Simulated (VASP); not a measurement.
Here is a VASP 6.6.1 calculation.

File INCAR:

```
PREC = Accurate
ENCUT = 520
EDIFF = 1E-7
ISMEAR = -1
SIGMA = 0.1
LREAL = F
LASPH = T
NELM = 100
ALGO = Normal
ISIF = 2
LWAVE = F
LCHARG = T
LELF = T
LVHAR = T
NBANDS = 18
```

Contents of KPOINTS:

```
Automatic mesh
0
Gamma
  10 10 10
```

Contents of POSCAR:

```
Si2W
1.0
   -1.5929417718      1.5929417718      3.8869276311
    1.5929417718     -1.5929417718      3.8869276311
    1.5929417718      1.5929417718     -3.8869276311
Si W
2 1
Direct
    0.3347067841      0.3347067841      0.0000000000
    0.6652932159      0.6652932159      0.0000000000
    0.0000000000      0.0000000000      0.0000000000
```

Potentials or basis: VASP PAW LDA potentials, release 64 (Si, W_sv).

Launch:

```sh
$ cat potpaw_LDA.64/Si/POTCAR potpaw_LDA.64/W_sv/POTCAR > POTCAR
$ mpirun -np 1 vasp_std > vasp.out
```

Question: What does it give for the band gap on the k mesh?

Answer: Zero (bands 11 and 12 overlap by 1.30 eV).

Question: Predict the pressure.

Answer: 0.7 GPa.

Forces in eV/Å, atoms in the order of the input:
```
Si   0.000  0.000 -0.016
Si   0.000  0.000  0.016
W    0.000  0.000  0.000
```

Caveat: spin-orbit coupling is left out, which moves the levels of the heavy elements.
